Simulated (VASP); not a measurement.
A run of VASP 6.6.1 is set up as follows.

INCAR

```
SYSTEM = SiO2
PREC = Accurate ; ENCUT = 520
EDIFF = 1E-7 ; ISMEAR = -1
SIGMA = 0.03 ; LREAL = .FALSE.
LASPH = .TRUE. ; NELM = 100
ALGO = Normal ; ISIF = 2
LWAVE = .FALSE. ; LCHARG = .TRUE.
GGA = PE ; LELF = .TRUE.
LVHAR = .TRUE. ; NBANDS = 34
```

KPOINTS

```
Automatic mesh
0
G
  5 5 4
  0 0 0
```

POSCAR

```
SiO2
1.0
    5.0100011800      0.0000000000      0.0000000000
   -2.5050005900      4.3387883000      0.0000000000
    0.0000000000      0.0000000000      5.4700000000
Si O
3 6
Direct
    0.5000000000      0.0000000000      0.0000000000
    0.5000000000      0.5000000000      0.3333333300
    0.0000000000      0.5000000000      0.6666666700
    0.4246000000      0.2123000000      0.1666666700
    0.2123000000      0.4246000000      0.5000000000
    0.7877000000      0.2123000000      0.8333333300
    0.5754000000      0.7877000000      0.1666666700
    0.7877000000      0.5754000000      0.5000000000
    0.2123000000      0.7877000000      0.8333333300
```

Potentials or basis: VASP PAW PBE potentials, release 64 (Si, O).

The run is started by

```sh
$ cat potpaw_PBE.64/Si/POTCAR potpaw_PBE.64/O/POTCAR > POTCAR
$ mpirun -np 1 vasp_std > vasp.out
```

Estimate the largest force.

0.844 eV/Å.

Predict the pressure.

14.2 GPa.

Forces on the atoms (eV/Å):
```
Si   0.000  0.000  0.000
Si   0.000  0.000  0.000
Si   0.000  0.000  0.000
O   -0.731 -0.422  0.000
O    0.000 -0.844  0.000
O    0.731 -0.422  0.000
O    0.731  0.422  0.000
O    0.000  0.844  0.000
O   -0.731  0.422  0.000
```

Caveat: the cell stands under pressure.
